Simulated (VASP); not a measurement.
Ag:

```xyz
1
Lattice="0.0000 2.0427 2.0427 2.0427 0.0000 2.0427 2.0427 2.0427 0.0000" Properties=species:S:1:pos:R:3 pbc="T T T"
Ag    0.0000    0.0000    0.0000
```

```yaml
Program: VASP 6.6.1
Task: relaxation of cell and atoms
Functional: PBEsol
Potentials_or_basis: VASP PAW PBE potentials, release 64 (Ag)
Cutoff: 600 eV
k_mesh: 20 × 20 × 20
Occupations: fermi-dirac, width 0.05 eV
Spin: no spin polarisation
```

At the start: pressure -2.8 GPa; volume 17.05 Å³/atom.

Problem. Where does the relaxation end?

Solution. Over 3 steps the energy falls by 3.7 meV/atom and the volume is 16.63 Å³/atom (-2.5 %); space group Fm-3m (No. 225, to 0.05 Å).

Step by step:
| step | energy change (eV) | largest force (eV/Å) | pressure (GPa) | volume (Å³) |
| --- | --- | --- | --- | --- |
| 1 | 0.0000 | 0.0000 | -2.77 | 17.05 |
| 2 | -0.0017 | 0.0000 | 2.28 | 16.33 |
| 3 | -0.0037 | 0.0000 | 0.00 | 16.63 |

Final structure:
```cif
data_structure
_symmetry_space_group_name_H-M 'P 1'
_symmetry_Int_Tables_number 1
_cell_length_a 2.8651
_cell_length_b 2.8651
_cell_length_c 2.8651
_cell_angle_alpha 60.000
_cell_angle_beta 60.000
_cell_angle_gamma 60.000
_cell_volume 16.63
loop_
_atom_site_label
_atom_site_type_symbol
_atom_site_fract_x
_atom_site_fract_y
_atom_site_fract_z
_atom_site_occupancy
Ag1 Ag 0.00000 0.00000 0.00000 1
```

Caveat: the PAW data sets were made with another functional, which shifts forces and pressure a little.
